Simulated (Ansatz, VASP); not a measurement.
**Two plane-wave programs on KTaO3**

The input POSCAR:

```
KTaO3
1.0
    4.0147133525      0.0000000000      0.0000000000
    0.0000000000      4.0147133525      0.0000000000
    0.0000000000      0.0000000000      4.0147133525
Ta K O
1 1 3
Direct
    0.0000000000      0.0000000000      0.0000000000
    0.5000000000      0.5000000000      0.5000000000
    0.0000000000      0.0000000000      0.5000000000
    0.0000000000      0.5000000000      0.0000000000
    0.5000000000      0.0000000000      0.0000000000
```

Contents of INCAR.step1:

```
SYSTEM = KTaO3
ALGO     = Normal         ! electronic algorithm
EDIFF    = 1E-4           ! SCF threshold, eV
ENCUT    = 520            ! plane-wave cutoff, eV
GGA      = PE             ! functional
ISMEAR   = -1             ! smearing method
LASPH    = .True.         ! aspherical terms in the spheres
LCHARG   = .False.        ! write CHGCAR
LREAL    = .False.        ! projectors in reciprocal space
LWAVE    = .True.         ! write WAVECAR
NBANDS   = 27             ! bands
NELM     = 60             ! most SCF steps
PREC     = Accurate       ! precision mode
SIGMA    = 0.05           ! smearing width, eV
```

File INCAR.step2:

```
SYSTEM = KTaO3
ALGO     = Normal         ! electronic algorithm
EDIFF    = 1E-7           ! SCF threshold, eV
ENCUT    = 520            ! plane-wave cutoff, eV
ISIF     = 2              ! what is computed and relaxed
ISMEAR   = -1             ! smearing method
ISTART   = 1            
LASPH    = .True.         ! aspherical terms in the spheres
LCHARG   = .False.        ! write CHGCAR
LMIXTAU  = .True.       
LREAL    = .False.        ! projectors in reciprocal space
LWAVE    = .False.        ! write WAVECAR
METAGGA  = R2SCAN         ! meta-GGA
NBANDS   = 27             ! bands
NELM     = 60             ! most SCF steps
PREC     = Accurate       ! precision mode
SIGMA    = 0.05           ! smearing width, eV
```

File KPOINTS:

```
k-points
0
Gamma
  7 7 7
  0 0 0
```

input.yaml

```yaml
crystal:
  lattice:
    - [4.0147133525, 0.0, 0.0]
    - [0.0, 4.0147133525, 0.0]
    - [0.0, 0.0, 4.0147133525]
  atoms:
    - { symbol: Ta, position: [0.0, 0.0, 0.0] }
    - { symbol: K, position: [0.5, 0.5, 0.5] }
    - { symbol: O, position: [0.0, 0.0, 0.5] }
    - { symbol: O, position: [0.0, 0.5, 0.0] }
    - { symbol: O, position: [0.5, 0.0, 0.0] }
hamiltonian:
  xc: r2scan
  pseudopotentials: { kind: paw }
kpoints:
  mp_grid: { grid: [7, 7, 7] }
scf:
  occupations: { method: fermi_dirac, width: 0.05 }
output:
  forces: true
  stress: true
  eigenvalues: true
  write_density: true
  write_potential: true
  elf: true
  volumetric_format: npy
```

Alike in both runs: task single point; functional r2SCAN; k mesh 7 × 7 × 7; occupations fermi-dirac, width 0.05 eV; no spin polarisation.

```csv
,VASP,Ansatz
version,VASP 6.6.1,Ansatz 0.2.0
potentials or method,"VASP PAW PBE potentials, release 64 (Ta_pv, K_sv, O)",Ansatz PAW
plane-wave cutoff (eV),520,500
valence electrons in the cell,38,40
```

|  | VASP | Ansatz | Ansatz less VASP |
| --- | --- | --- | --- |
| gap on the k mesh at the Fermi level (eV) | 2.61 | 2.64 | +0.029 |
| least direct gap on the mesh (eV) | 3.21 | 3.22 | +0.017 |
| pressure (GPa) | -2.9 | -3.7 | -0.83 |

VASP's potentials were made for PBE, not for r2SCAN. VASP's potentials hold 38 valence electrons a cell and Ansatz's 40, so a difference there can come from the potentials and not from the codes.

Neither program's run includes spin-orbit coupling. Noted on Ansatz's run: odd divisions of the mesh miss points on the zone boundary, where band edges often lie, so the gap on the mesh can be too wide.
